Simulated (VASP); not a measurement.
Wanted: the native input for a VASP 6.6.1 run.

| Quantity | Value |
| --- | --- |
| Task | relaxation of cell and atoms |
| Functional | PBEsol |
| Potentials or basis | VASP PAW PBE potentials, release 64 (Zr_sv) |
| Cutoff | 600 eV |
| k mesh | 9 × 9 × 5 |
| Occupations | fermi-dirac, width 0.05 eV |
| Spin | no spin polarisation |
| Target pressure | 10 GPa |
| Dipole correction | no |
| Further INCAR settings | ALGO = Normal; EDIFF = 1e-06; IBRION = 2; EDIFFG = -0.005; NSW = 80; ISIF = 3 |

The structure of Zr lies in POSCAR:

```
Zr
1.0
    3.2320000000      0.0000000000      0.0000000000
   -1.6160000000      2.7989941050      0.0000000000
    0.0000000000      0.0000000000      5.1470000000
Zr
2
Direct
    0.6666666667      0.3333333333      0.7500000000
    0.3333333333      0.6666666667      0.2500000000
```

These files were run (other wordings do the same):

INCAR

```
SYSTEM = Zr
PREC = Accurate ; ENCUT = 600
EDIFF = 1E-6 ; ISMEAR = -1
SIGMA = 0.05 ; LREAL = .FALSE.
LASPH = .TRUE. ; NELM = 80
ALGO = Normal ; ISIF = 3
LWAVE = .FALSE. ; LCHARG = .FALSE.
GGA = PS ; IBRION = 2
NSW = 80 ; EDIFFG = -0.005
PSTRESS = 100.0
```

KPOINTS

```
regular mesh
0
G
  9 9 5
  0 0 0
```

Potentials or basis: VASP PAW PBE potentials, release 64 (Zr_sv).

Run with:

```console
$ cat potpaw_PBE.64/Zr_sv/POTCAR > POTCAR
$ mpirun -np 1 vasp_std > vasp.out
```

It gave:

| Item | Value |
| --- | --- |
| Relaxed volume | 20.56 Å³/atom |
| Relaxed cell | a = 3.076 Å, b = 3.076 Å, c = 5.020 Å, α = 90.00°, β = 90.00°, γ = 120.00° |
| Space group after relaxing (to 0.05 Å) | P6_3/mmc (No. 194) |
| Energy change on relaxing (the enthalpy is what falls) | +48.3 meV/atom |
| Ionic steps | 11 |
| Pressure after relaxing | 10.0 GPa |
| Band gap on the k mesh | zero (band 12 reaches 11.22 eV, above the bottom of band 13 at 10.10 eV) |

Caveat: the cell is relaxed towards a set pressure, so the enthalpy falls and the energy may rise; the PAW data sets were made with another functional, which shifts forces and pressure a little.

Wall time 5.3 min on 1 thread of Intel(R) Xeon(R) Platinum 8259CL CPU @ 2.50GHz (Skylake/Cascade Lake), on a shared host, peak memory 0.19 GiB.
